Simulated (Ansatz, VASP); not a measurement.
**Two plane-wave programs on Pt**

```xyz
1
Lattice="0.0000 1.9481 1.9481 1.9481 0.0000 1.9481 1.9481 1.9481 0.0000" Properties=species:S:1:pos:R:3 pbc="T T T"
Pt    0.0000    0.0000    0.0000
```

Alike in both runs: functional LDA; k mesh 18 × 18 × 18; occupations fermi-dirac, width 0.05 eV; non-collinear spin, spin-orbit coupling.

Ansatz relaxed the structure, and its values are those at the end. VASP's run is a single point on that final structure, the one shown.

```csv
,VASP,Ansatz
version,VASP 6.6.1,Ansatz 0.2.0
potentials or method,"VASP PAW LDA potentials, release 64 (Pt)","PAW with Ansatz's default frozen-core files, fully relativistic files with spin-orbit coupling"
plane-wave cutoff (eV),520,420
valence electrons in the cell,10,18
```

Ansatz gave:

- pressure (GPa): 0.0
- net moment per atom (μB): 0.00

**Question.** What did VASP give for the same quantities?

**Answer.** Pressure (GPa): 1.0; net moment per atom (μB): 0.00.

LDA's correlation is that of Perdew and Zunger in VASP and of Perdew and Wang (1992) in Ansatz. VASP's potentials hold 10 valence electrons a cell and Ansatz's 18, so a difference there can come from the potentials and not from the codes.
